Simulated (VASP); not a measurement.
# W (P6/mmm) in VASP: single point with PBE

Aim: the single point of W with PBE.

Everything below comes from runs of VASP 6.6.1. Logs are shortened: lines on timing, memory, paths and dates and some standing lists are left out, and cuts for length are marked.

## (1) The cell of the first run

The structure is hexagonal, space group P6/mmm (No. 191). Conventional cell: a = 4.692 Å, b = 4.692 Å, c = 2.604 Å, α = 90.00°, β = 90.00°, γ = 120.00°. W (site symmetry 6/mmm) has 14 W at 2.60 to 3.01 Å within 3.4 Å. W (site symmetry -6m2) has 11 W at 2.60 to 3.01 Å within 3.4 Å.

This isn't the form of W at room conditions, which is bcc.

## (2) Single point, PBE

The input, INCAR:

```
PREC = Accurate
ENCUT = 520
EDIFF = 1E-6
ISMEAR = 0
SIGMA = 0.1
LREAL = F
LASPH = T
NELM = 60
ALGO = Fast
ISIF = 2
LWAVE = F
LCHARG = F
GGA = PE
NBANDS = 28
```

The input, KPOINTS:

```
Automatic mesh
0
Gamma
  12 12 18
```

The input, POSCAR:

```
W
1.0
    4.6915537691      0.0000000000      0.0000000000
   -2.3457768845      4.0630047472      0.0000000000
    0.0000000000      0.0000000000      2.6040259105
W
3
Direct
    0.0000000000      0.0000000000      0.0000000000
    0.3333333333      0.6666666667      0.5000000000
    0.6666666667      0.3333333333      0.5000000000
```

Potentials or basis: VASP PAW PBE potentials, release 64 (W_sv).

Run with:

```bash
$ cat potpaw_PBE.64/W_sv/POTCAR > POTCAR
$ mpirun -np 1 vasp_std > vasp.out
```

OUTCAR:

```text
PREC = Accurate
   ENCUT = 520
   EDIFF = 1E-6
   ISMEAR = 0
   LREAL = F
   LASPH = T
   NELM = 60
   ISIF = 2
   GGA = PE

 ion  position               nearest neighbor table
   1  0.000  0.000  0.000-   2 3.01   3 3.01   2 3.01   3 3.01   2 3.01   2 3.01   3 3.01   3 3.01
                             3 3.01   3 3.01   2 3.01   2 3.01
   2  0.333  0.667  0.500-   3 2.71   3 2.71   3 2.71   1 3.01   1 3.01   1 3.01   1 3.01   1 3.01
                             1 3.01
   3  0.667  0.333  0.500-   2 2.71   2 2.71   2 2.71   1 3.01   1 3.01   1 3.01   1 3.01   1 3.01
                             1 3.01

  LATTYP: Found a hexagonal cell.
 ALAT       =     4.6915537691
 C/A-ratio  =     0.5550455219

  Lattice vectors:

 A1 = (   4.6915537691,   0.0000000000,   0.0000000000)
 A2 = (  -2.3457768845,   4.0630047472,   0.0000000000)
 A3 = (   0.0000000000,   0.0000000000,   2.6040259105)

Analysis of symmetry for initial positions (statically):
=====================================================================
 Subroutine PRICEL returns:
 Original cell was already a primitive cell.

 Routine SETGRP: Setting up the symmetry group for a
 hexagonal supercell.

 Subroutine GETGRP returns: Found 24 space group operations
 (whereof 24 operations were pure point group operations)
 out of a pool of 24 trial point group operations.

The static configuration has the point symmetry D_6h.

Analysis of symmetry for dynamics (positions and initial velocities):
=====================================================================
 Subroutine PRICEL returns:
 Original cell was already a primitive cell.

 Routine SETGRP: Setting up the symmetry group for a
 hexagonal supercell.

 Subroutine GETGRP returns: Found 24 space group operations
 (whereof 24 operations were pure point group operations)
 out of a pool of 24 trial point group operations.

The dynamic configuration has the point symmetry D_6h.

 Subroutine INISYM returns: Found 24 space group operations
 (whereof 24 operations are pure point group operations),
 and found     1 'primitive' translations

----------------------------------------------------------------------------------------

                                     Primitive cell

  volume of cell :      49.6374

  direct lattice vectors                    reciprocal lattice vectors
     4.691553769  0.000000000  0.000000000     0.213149001  0.123061633  0.000000000
    -2.345776885  4.063004747  0.000000000     0.000000000  0.246123266  0.000000000
     0.000000000  0.000000000  2.604025910     0.000000000  0.000000000  0.384020756

  length of vectors
     4.691553769  4.691553769  2.604025910     0.246123266  0.246123266  0.384020756

  position of ions in fractional coordinates (direct lattice)
     0.000000000  0.000000000  0.000000000
     0.333333333  0.666666667  0.500000000
     0.666666667  0.333333333  0.500000000

  ion indices of the primitive-cell ions
   primitive index   ion index
                 1           1
                 2           2
                 3           3

----------------------------------------------------------------------------------------

 KPOINTS: Automatic mesh

Automatic generation of k-mesh.
 Grid dimensions read from file:
 generate k-points for:   12   12   18

 Generating k-lattice:

  Cartesian coordinates                     Fractional coordinates (reciprocal lattice)
     0.017762417  0.010255136  0.000000000     0.083333333 -0.000000000  0.000000000
     0.000000000  0.020510272  0.000000000     0.000000000  0.083333333  0.000000000
     0.000000000  0.000000000  0.021334486     0.000000000  0.000000000  0.055555556

  Length of vectors
     0.020510272  0.020510272  0.021334486

  Shift w.r.t. Gamma in fractional coordinates (k-lattice)
     0.000000000  0.000000000  0.000000000

 Subroutine IBZKPT returns following result:
 ===========================================

 Found    190 irreducible k-points:

 Following reciprocal coordinates:
            Coordinates               Weight
  0.000000  0.000000  0.000000      1.000000
  0.083333  0.000000  0.000000      6.000000
  0.166667  0.000000  0.000000      6.000000
  0.250000  0.000000  0.000000      6.000000
  0.333333  0.000000  0.000000      6.000000
  0.416667  0.000000  0.000000      6.000000
[... 16 lines left out ...]
  0.250000  0.000000  0.055556     12.000000
  0.333333  0.000000  0.055556     12.000000
 [... further k-points ...]
   k-points           NKPTS =    190   k-points in BZ     NKDIM =    190   number of bands    NBANDS=     28
   number of dos      NEDOS =    301   number of ions     NIONS =      3
   total plane-waves  NPLWV =  25920
   dimension x,y,z NGX =    36 NGY =   36 NGZ =   20
   dimension x,y,z NGXF=    72 NGYF=   72 NGZF=   40
   ions per type =               3
   NGX,Y,Z   is equivalent  to a cutoff of  12.76, 12.76, 12.77 a.u.
   NGXF,Y,Z  is equivalent  to a cutoff of  25.51, 25.51, 25.54 a.u.
 SYSTEM =  unknown system
   PREC   = accura    normal or accurate (medium, high low for compatibility)
   ISTART =      0    job   : 0-new  1-cont  2-samecut
   ICHARG =      2    charge: 1-file 2-atom 10-const
   ISPIN  =      1    spin polarized calculation?
   LNONCOLLINEAR =      F non collinear calculations
   LSORBIT =      F    spin-orbit coupling
   LASPH  =      T    aspherical Exc in radial PAW
   ENCUT  =  520.0 eV  38.22 Ry    6.18 a.u.   8.72  8.72  4.84*2*pi/ulx,y,z
   NELM   =     60;   NELMIN=  2; NELMDL= -5     # of ELM steps
   EDIFF  = 0.1E-05   stopping-criterion for ELM
   LREAL  =      F    real-space projection
   EDIFFG = 0.1E-04   stopping-criterion for IOM
   NSW    =      0    number of steps for IOM
   IBRION =     -1    ionic relax: 0-MD 1-quasi-New 2-CG
   NFREE  =      0    steps in history (QN), initial steepest desc. (CG)
   ISIF   =      2    stress and relaxation
   ISYM   =      2    0-nonsym 1-usesym 2-fastsym
   POTIM  = 0.5000    time-step for ionic-motion
   TEBEG  =    0.0;   TEEND  =   0.0 temperature during run
   PSTRESS=    0.0 pullay stress
   NELECT =      42.0000    total number of electrons
   NUPDOWN=      -1.0000    fix difference up-down
   EMIN   =  10.00;   EMAX   =-10.00  energy-range for DOS
   EFERMI =   0.00;   METHOD = LEGACY
   ISMEAR =     0;   SIGMA  =   0.10  broadening in eV -4-tet -1-fermi 0-gaus
   EFERMI_NEDOS =   21; number of points for ismear=-14 and -15
   IALGO  =     68    algorithm
   IMIX   =      4    mixing-type and parameters
     AMIX     =   0.40;   BMIX     =  1.00
     AMIX_MAG =   1.60;   BMIX_MAG =  1.00
  volume/ion in A,a.u.               =      16.55       111.66
  Fermi-wavevector in a.u.,A,eV,Ry     =   1.548418  2.926085 32.621296  2.397598
  Thomas-Fermi vector in A             =   2.653371
   LORBIT       =      0    0 simple, 1 ext, 2 COOP (PROOUT), +10 PAW based schemes
   GGA     = PE    functional components
   LHFCALC =     F    Hartree Fock is set to
   AEXX    =    0.0000 exact exchange contribution
   IVDW    =     0    specifies the selected vdW correction
   LEPSILON=     F    determine dielectric tensor
   LRPA    =     F    only Hartree local field effects (RPA)
 non-spin polarized calculation
 RMM-DIIS sequential band-by-band and
 Gauss-broadening in eV      SIGMA  =   0.10
  energy-cutoff  :      520.00
  volume of cell :       49.64
 maximum number of plane-waves:      1362
 NGX is ok and might be reduce to    36
   NGX = 17   NGY = 17   NGZ =  9

 number of electron      42.0000000 magnetization

 Free energy of the ion-electron system (eV)
  ---------------------------------------------------
  ext. energy  EPLUGINS =         0.00000000
  ---------------------------------------------------
  free energy    TOTEN  =       -37.22633344 eV

  energy without entropy =      -37.20088423  energy(sigma->0) =      -37.21360883

 E-fermi :  10.6299     XC(G=0): -13.3723

 val. band max:       10.6283231610   @ k =   0.2500   0.0833   0.2778
 cond. band min:      10.6312909458   @ k =   0.2500   0.0000   0.5000
 fundamental gap:      0.0029677848
 Fermi energy:        10.6298706331

 k-point     1 :       0.0000    0.0000    0.0000
  band No.  band energies     occupation
      1     -63.4084      2.00000
      2     -63.2269      2.00000
      3     -63.1321      2.00000
      4     -27.7638      2.00000
      5     -27.7638      2.00000
      6     -27.7253      2.00000
[... 20 lines left out ...]
     27      15.9345      0.00000
     28      15.9406      0.00000

 k-point     2 :       0.0833    0.0000    0.0000
  band No.  band energies     occupation
      1     -63.4079      2.00000
      2     -63.2259      2.00000
      3     -63.1337      2.00000
      4     -27.8264      2.00000
      5     -27.8156      2.00000
      6     -27.6591      2.00000
[... 20 lines left out ...]
     27      15.7766      0.00000
     28      15.9124      0.00000

 k-point     3 :       0.1667    0.0000    0.0000
  band No.  band energies     occupation
      1     -63.4065      2.00000
      2     -63.2229      2.00000
      3     -63.1382      2.00000
      4     -27.8969      2.00000
      5     -27.8519      2.00000
      6     -27.5779      2.00000
[... 20 lines left out ...]
     27      15.3455      0.00000
     28      15.8406      0.00000

 k-point     4 :       0.2500    0.0000    0.0000
  band No.  band energies     occupation
      1     -63.4046      2.00000
      2     -63.2178      2.00000
      3     -63.1453      2.00000
      4     -27.9566      2.00000
      5     -27.8517      2.00000
      6     -27.5022      2.00000
[... 20 lines left out ...]
     27      14.7704      0.00000
     28      15.7225      0.00000

 k-point     5 :       0.3333    0.0000    0.0000
  band No.  band energies     occupation
      1     -63.4028      2.00000
      2     -63.2111      2.00000
      3     -63.1539      2.00000
      4     -28.0016      2.00000
      5     -27.8131      2.00000
      6     -27.4517      2.00000
[... 20 lines left out ...]
     27      14.5996      0.00000
     28      15.5430      0.00000

 k-point     6 :       0.4167    0.0000    0.0000
  band No.  band energies     occupation
      1     -63.4016      2.00000
      2     -63.2043      2.00000
      3     -63.1621      2.00000
      4     -28.0296      2.00000
      5     -27.7402      2.00000
      6     -27.5218      2.00000
[... 463 lines left out ...]
      5     -27.8086      2.00000
      6     -27.6534      2.00000
[... 20 lines left out ...]
     27      15.6027      0.00000
     28      15.7443      0.00000

 k-point    22 :       0.1667    0.0000    0.0556
  band No.  band energies     occupation
      1     -63.4031      2.00000
      2     -63.2197      2.00000
      3     -63.1350      2.00000
      4     -27.8891      2.00000
      5     -27.8445      2.00000
      6     -27.5735      2.00000
[... 20 lines left out ...]
     27      15.1584      0.00000
     28      15.6624      0.00000

 k-point    23 :       0.2500    0.0000    0.0556
  band No.  band energies     occupation
      1     -63.4013      2.00000
      2     -63.2146      2.00000
      3     -63.1420      2.00000
      4     -27.9481      2.00000
      5     -27.8444      2.00000
      6     -27.4990      2.00000
[... 20 lines left out ...]
     27      14.5684      0.00000
     28      15.5288      0.00000

 k-point    24 :       0.3333    0.0000    0.0556
  band No.  band energies     occupation
      1     -63.3995      2.00000
      2     -63.2079      2.00000
      3     -63.1506      2.00000
      4     -27.9926      2.00000
      5     -27.8065      2.00000
      6     -27.4509      2.00000
[... 20 lines left out ...]
     27      14.4443      0.00000
     28      15.3555      0.00000

 [... further k-points ...]

------------------------ aborting loop because EDIFF is reached ----------------------------------------

  FORCE on cell =-STRESS in cart. coord.  units (eV):
  Direction    XX          YY          ZZ          XY          YZ          ZX
  --------------------------------------------------------------------------------------
  -------------------------------------------------------------------------------------
  Total        0.1243331      0.1243331      0.2893700      0.0000000     -0.0000000      0.0000000
  in kB        4.0131752      4.0131752      9.3401684      0.0000000     -0.0000000      0.0000000
  external PRESSURE =       5.7888396 kB  Pullay stress =       0.0000000 kB

 VOLUME and BASIS-vectors are now :
 -----------------------------------------------------------------------------
  energy-cutoff  :      520.00
  volume of cell :       49.64
      direct lattice vectors                 reciprocal lattice vectors
     4.691553769  0.000000000  0.000000000     0.213149001  0.123061633  0.000000000
    -2.345776885  4.063004747  0.000000000     0.000000000  0.246123266  0.000000000
     0.000000000  0.000000000  2.604025910     0.000000000  0.000000000  0.384020756

 POSITION                                       TOTAL-FORCE (eV/Angst)
 -----------------------------------------------------------------------------------
      0.00000      0.00000      0.00000        -0.000000      0.000000     -0.000000
     -0.00000      2.70867      1.30201         0.000000     -0.000000      0.000000
      2.34578      1.35433      1.30201         0.000000      0.000000     -0.000000
 -----------------------------------------------------------------------------------
    total drift:                                0.000000      0.000000     -0.000000

  FREE ENERGIE OF THE ION-ELECTRON SYSTEM (eV)
  ---------------------------------------------------
  free  energy   TOTEN  =       -37.2263334374 eV

  energy  without entropy=      -37.2008842312  energy(sigma->0) =      -37.21360883
```

It took 83 s on 1 thread of Intel Xeon 6975P-C (Granite Rapids), shared host; peak memory 0.3 GiB.

What came out:

- Free energy: -37.2263 eV
- Pressure: 0.6 GPa
- Band gap on the k mesh: zero (bands 21 and 22 overlap by 0.89 eV)

Caveat: spin-orbit coupling is left out, which moves the levels of the heavy elements.
